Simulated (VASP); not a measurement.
# Li2CaO2: single point with PBE

Li2CaO2:

```
Li Ca O
1.0
     3.97471    0.00000    0.00000
    -1.98735    3.44220    0.00000
     0.00000    0.00000    9.40018
Li Ca O
2 1 2
Direct
  0.00000 0.00000 0.85384
  0.00000 0.00000 0.14616
  0.00000 0.00000 0.50000
  0.33333 0.66667 0.50000
  0.66667 0.33333 0.50000
```

- Program: VASP 6.6.1
- Task: single point
- Functional: PBE
- Potentials or basis: VASP PAW PBE potentials, release 64 (Li_sv, Ca_sv, O)
- Cutoff: 520 eV
- k mesh: 6 × 6 × 4
- Occupations: gaussian, width 0.1 eV
- Spin: no spin polarisation
- Dipole correction: no
- Further INCAR settings: ALGO = Normal; EDIFF = 1e-06; NBANDS = 22

* Band gap on the k mesh: zero (band 14 reaches 0.80 eV, above the bottom of band 15 at -0.06 eV)

Levels at points of the mesh, in eV from the Fermi level:
| k point | band 12 | band 13 | band 14 | band 15 | band 16 | band 17 |
| --- | --- | --- | --- | --- | --- | --- |
| (0.00, 0.00, 0.00) | -2.20 | -0.28 | 0.24 | 0.24 | 0.42 | 0.84 |
| (0.50, 0.00, 0.00) | -1.20 | -0.43 | -0.18 | 0.26 | 0.80 | 2.35 |
| (0.00, 0.00, 0.50) | -1.88 | -0.53 | -0.28 | 0.24 | 0.24 | 2.08 |
| (0.50, 0.00, 0.50) | -1.21 | -0.43 | -0.18 | 0.38 | 0.88 | 2.07 |

Run time: 95 s on 1 thread of AMD EPYC 7R13 Processor (Zen 3), with other jobs on the host, peak memory 0.23 GiB.
